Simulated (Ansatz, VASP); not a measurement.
**One calculation of AlP3, two programs**

```
Al P
1.0
     3.92013    0.00000    0.00000
     0.00000    3.92013    0.00000
     0.00000    0.00000    3.92013
Al P
1 3
Direct
  0.00000 0.00000 0.00000
  0.00000 0.50000 0.50000
  0.50000 0.00000 0.50000
  0.50000 0.50000 0.00000
```

Alike in both runs: task relaxation of cell and atoms; functional PBE; k mesh 12 × 12 × 12; occupations gaussian, width 0.1 eV; no spin polarisation.

|  | VASP | Ansatz |
| --- | --- | --- |
| version | VASP 6.6.1 | Ansatz 0.2.0 |
| potentials or method | VASP PAW PBE potentials, release 64 (Al, P), cutoff 600 eV | scalar-relativistic, plane waves, PAW |
| valence electrons in the cell | 18 | 18 |

```tsv
	VASP	Ansatz	Ansatz less VASP
gap on the k mesh at the Fermi level, each at its own relaxed structure (eV)	none	none	-
relaxed volume (Å³/atom)	15.09	15.10	+0.011
relaxed cell length with the largest relative difference (Å)	3.923	3.924	+0.0010
```

A gap of «none» marks a metal or a gap that the smearing closes.
